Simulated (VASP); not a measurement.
Runs of VASP 6.6.1 on SiC3. The structure is that of space group R3m (No. 160), or close to it. The cells are those of the table. 

| level | cell | smearing | gap on the mesh (eV) | pressure (GPa) | largest force (eV/Å) |
| --- | --- | --- | --- | --- | --- |
| PBE | a = 4.720 Å, angles 34.9°, 4 atoms | fermi-dirac 0.02 eV | (c) | 22.7 | 0.29 |
| r2SCAN | a = 4.958 Å, angles 32.2°, 4 atoms | gaussian 0.01 eV | 1.36 | (a) | 0.09 |
| r2SCAN | a = 4.720 Å, angles 34.9°, 4 atoms | gaussian 0.01 eV | (b) | 19.5 | 0.10 |
| PBE | a = 4.958 Å, angles 32.2°, 4 atoms | fermi-dirac 0.02 eV | 1.05 | 18.6 | 0.38 |

Alike in all rows: task single point; potentials or basis VASP PAW PBE potentials, release 64 (C, Si); no spin polarisation; k mesh 10 × 10 × 10; cutoff (eV) 520.

Problem. Fill in the values left out.

Solution. (a) 15.3; (b) 2.17; (c) 1.86.

Caveats: the PAW data sets were made with another functional, which shifts forces and pressure a little (some runs).

A k mesh can miss the band edges.
